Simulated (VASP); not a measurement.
Set up this calculation in VASP 6.6.1, as the native input.

| Item | Value |
| --- | --- |
| Task | relaxation of cell and atoms |
| Functional | PBE |
| Dispersion | D3(BJ) |
| Potentials or basis | VASP PAW PBE potentials, release 64 (Pb_d) |
| Cutoff | 600 eV |
| k mesh | 15 × 15 × 8 |
| Occupations | fermi-dirac, width 0.15 eV |
| Spin | no spin polarisation |
| Dipole correction | no |
| Further INCAR settings | ALGO = Normal; EDIFF = 1e-07; IBRION = 2; EDIFFG = -0.001; NSW = 80; ISIF = 3 |

The structure of Pb lies in POSCAR:

```
Pb
1.0
    3.4894605504      0.0000000000      0.0000000000
   -1.7447302752      3.0219614822      0.0000000000
    0.0000000000      0.0000000000      5.7527048411
Pb
2
Direct
    0.3333333333      0.6666666667      0.2500000000
    0.6666666667      0.3333333333      0.7500000000
```

One way to write it, as run:

INCAR

```
SYSTEM = Pb
PREC = Accurate
ENCUT = 600
EDIFF = 1E-7
ISMEAR = -1
SIGMA = 0.15
LREAL = .FALSE.
LASPH = .TRUE.
NELM = 100
ALGO = Normal
ISIF = 3
LWAVE = .FALSE.
LCHARG = .FALSE.
GGA = PE
IVDW = 12
IBRION = 2
NSW = 80
EDIFFG = -0.001
```

KPOINTS

```
regular mesh
0
G
  15 15 8
  0 0 0
```

Potentials or basis: VASP PAW PBE potentials, release 64 (Pb_d).

The run is started by

```sh
$ cat potpaw_PBE.64/Pb_d/POTCAR > POTCAR
$ mpirun -np 1 vasp_std > vasp.out
```

Results of the run:

| Item | Value |
| --- | --- |
| Relaxed volume | 30.37 Å³/atom |
| Relaxed cell | a = 3.487 Å, b = 3.487 Å, c = 5.767 Å, α = 90.00°, β = 90.00°, γ = 120.00° |
| Space group after relaxing (to 0.05 Å) | P6_3/mmc (No. 194) |
| Energy gained by relaxing | 0.1 meV/atom |
| Ionic steps | 7 |
| Pressure after relaxing | 0.0 GPa |
| Band gap on the k mesh | zero (band 14 reaches 13.02 eV, above the bottom of band 15 at 5.24 eV) |
| Dispersion energy per atom | -0.409 eV |

Caveat: spin-orbit coupling is left out, which moves the levels of the heavy elements; pairwise dispersion overbinds metals, which lowers pressure and volume.

It took 3.4 min on 1 thread of Intel(R) Xeon(R) Platinum 8559C (Emerald Rapids) (shared host), peak memory 0.31 GiB.
